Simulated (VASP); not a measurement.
**ZnCu: single point with PBE**

The system is ZnCu.

```
Zn Cu
1.0
     2.94500    0.00000    0.00000
     0.00000    2.94500    0.00000
     0.00000    0.00000    2.94500
Zn Cu
1 1
Cartesian
  1.5014 1.5014 1.5014
  0.0000 0.0000 0.0000
```

This cell differs from its parent crystal: all Zn atoms moved -0.050 Å, as atom 1 towards its neighbour atom 2 (Cu) at 2.550 Å.

| Quantity | Value |
| --- | --- |
| Program | VASP 6.6.1 |
| Task | single point |
| Functional | PBE |
| Potentials or basis | VASP PAW PBE potentials, release 64 (Zn, Cu) |
| Cutoff | 520 eV |
| k mesh | 16 × 16 × 16 |
| Occupations | gaussian, width 0.15 eV |
| Spin | no spin polarisation |
| Dipole correction | no |
| Further INCAR settings | ALGO = Fast; EDIFF = 1e-06; NBANDS = 18 |

```yaml
Pressure: 3.4 GPa
Largest_force: 0.246 eV/Å
Band_gap_on_the_k_mesh: zero (an odd number of electrons rules out a gap without spin polarisation)
```

Forces on the atoms (eV/Å):
```
Zn  -0.142 -0.142 -0.142
Cu   0.142  0.142  0.142
```

Stress tensor (GPa, compression positive):
```
3.39 0.10 0.10
0.10 3.39 0.10
0.10 0.10 3.39
```

Levels at points of the mesh, in eV from the Fermi level:
```csv
k point,band 9,band 10,band 11,band 12,band 13,band 14,band 15,band 16
"(0.00, 0.00, 0.00)",-2.74,-2.74,-2.74,6.24,6.24,6.24,11.26,11.26
"(0.50, 0.00, 0.00)",-3.28,-3.28,-2.81,-2.01,11.69,11.69,12.35,12.36
"(0.50, 0.50, 0.00)",-2.89,-2.50,-1.88,-1.88,1.76,2.11,13.94,15.53
"(0.50, 0.50, 0.50)",-2.48,-2.48,3.85,4.21,4.29,4.29,4.57,4.57
```

It took 57 s on 1 thread of Intel(R) Xeon(R) 6975P-C (Granite Rapids), on a shared host, peak memory 0.3 GiB.

Caveat: the cell differs from its parent crystal (all Zn atoms moved -0.050 Å, as atom 1 towards its neighbour atom 2 (Cu) at 2.550 Å); the cell stands under pressure.
